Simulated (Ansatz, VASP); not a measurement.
**BaTe in VASP and in Ansatz**

```
CELL_PARAMETERS angstrom
0.00000 3.47688 3.47688
3.47688 0.00000 3.47688
3.47688 3.47688 0.00000
ATOMIC_POSITIONS crystal
Ba 0.00000 0.00000 0.00000
Te 0.50000 0.50000 0.50000
```

Change from the starting cell: volume scaled by 1.06.

Alike in both runs: task single point; functional LDA; k mesh 7 × 7 × 7; occupations fermi-dirac, width 0.05 eV; no spin polarisation.

|  | VASP | Ansatz |
| --- | --- | --- |
| version | VASP 6.6.1 | Ansatz 0.2.0 |
| potentials or method | VASP PAW LDA potentials, release 64 (Ba_sv, Te), cutoff 520 eV | all-electron LAPW, scalar-relativistic |

Ansatz gave:

* gap on the k mesh at the Fermi level (eV): 1.49
* least direct gap on the mesh (eV): 1.84
* pressure (GPa): -1.2

Q: Which values does VASP return?

A: gap on the k mesh at the Fermi level (eV): 1.40; least direct gap on the mesh (eV): 1.78; pressure (GPa): -0.8.

LDA's correlation is that of Perdew and Zunger in VASP and of Perdew and Wang (1992) in Ansatz. Ansatz ran all-electron here, and VASP with PAW potentials.

Neither program's run includes spin-orbit coupling.
